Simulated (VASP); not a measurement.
Wanted: the native input for a VASP 6.6.1 run.

* Task: single point
* Functional: PBE
* Potentials or basis: VASP PAW PBE potentials, release 64 (In_d)
* Cutoff: 520 eV
* k mesh: 8 × 8 × 11
* Occupations: fermi-dirac, width 0.1 eV
* Spin: no spin polarisation
* Dipole correction: no
* Further INCAR settings: ALGO = Normal; EDIFF = 1e-06; NBANDS = 26

The structure of In lies in POSCAR:

```
In
1.0
    5.4538606169      0.0000000000      0.0000000000
   -2.7269303085      4.7231818429      0.0000000000
    0.0000000000      0.0000000000      3.3813477659
In
3
Direct
    0.0000000000      1.0000000000      0.0000000000
    0.3333333333      0.6666666667      0.5000000000
    0.6666666667      0.3333333333      0.5000000000
```

This cell differs from its parent crystal: volume scaled by 1.04.

The input as run:

INCAR

```
SYSTEM = In
ALGO = Normal
EDIFF = 1E-6
ENCUT = 520
GGA = PE
ISIF = 2
ISMEAR = -1
LASPH = .TRUE.
LCHARG = .FALSE.
LREAL = .FALSE.
LWAVE = .FALSE.
NBANDS = 26
NELM = 60
PREC = Accurate
SIGMA = 0.1
```

KPOINTS

```
k-points
0
G
  8 8 11
  0 0 0
```

Potentials or basis: VASP PAW PBE potentials, release 64 (In_d).

Run with:

```bash
$ cat potpaw_PBE.64/In_d/POTCAR > POTCAR
$ mpirun -np 1 vasp_std > vasp.out
```

Results of the run:

The pressure is -1.1 GPa.

It took 3.4 min on 1 thread of AMD EPYC 7R13 (shared host), peak memory 0.24 GiB.
